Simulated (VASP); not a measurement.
Wanted: the native input for a VASP 6.6.1 run.

- Task: relaxation of cell and atoms
- Functional: PBE
- Potentials or basis: VASP PAW PBE potentials, release 64 (C, N)
- Cutoff: 600 eV
- k mesh: 4 × 4 × 4
- Occupations: gaussian, width 0.1 eV
- Spin: no spin polarisation
- Dipole correction: no
- Further INCAR settings: ALGO = Normal; EDIFF = 1e-07; IBRION = 2; EDIFFG = -0.04; NSW = 90; ISIF = 3

The structure of C4N lies in POSCAR:

```
C4N
1.0
    3.9204054600      0.0000000000      0.0000000000
    0.0000000000      3.9204054600      0.0000000000
    0.0000000000      0.0000000000      3.9204054600
C N
4 1
Direct
    0.5000000000      0.0000000000      0.0000000000
    0.0000000000      0.5000000000      0.0000000000
    0.0000000000      0.0000000000      0.5000000000
    0.5000000000      0.5000000000      0.5000000000
    0.0000000000      0.0000000000      0.0000000000
```

The cell was generated, and may not be a known phase.

One way to write it, as run:

INCAR

```
  PREC = Accurate
  ENCUT = 600
  EDIFF = 1E-7
  ISMEAR = 0
  SIGMA = 0.1
  LREAL = False
  LASPH = True
  NELM = 100
  ALGO = Normal
  ISIF = 3
  LWAVE = False
  LCHARG = False
  GGA = PE
  IBRION = 2
  NSW = 90
  EDIFFG = -0.04
```

KPOINTS

```
Automatic mesh
0
Gamma
  4 4 4
```

Potentials or basis: VASP PAW PBE potentials, release 64 (C, N).

Run with:

```bash
$ cat potpaw_PBE.64/C/POTCAR potpaw_PBE.64/N/POTCAR > POTCAR
$ mpirun -np 1 vasp_std > vasp.out
```

It gave:

```
Relaxed volume                        : 7.40 Å³/atom
Relaxed cell                          : a = 3.332 Å, b = 3.332 Å, c = 3.332 Å, α = 90.00°, β = 90.00°, γ = 90.00°
Space group after relaxing (to 0.1 Å) : Pm-3m (No. 221)
Energy gained by relaxing             : 633.5 meV/atom
Ionic steps                           : 4
Pressure after relaxing               : -0.7 GPa
Band gap on the k mesh                : zero (an odd number of electrons rules out a gap without spin polarisation)
```

Caveat: the k points lie up to 0.47 Å⁻¹ apart in the final cell, too coarse for converged energies and pressures of a metal; the volume moved by over 15 % at a fixed basis, so the end points are rough; an odd number of electrons without spin polarisation forces a metal; a magnetic or distorted state may lie lower.

It took 39 s on 1 thread of Intel Xeon 8259CL, on a shared host, peak memory 0.17 GiB.
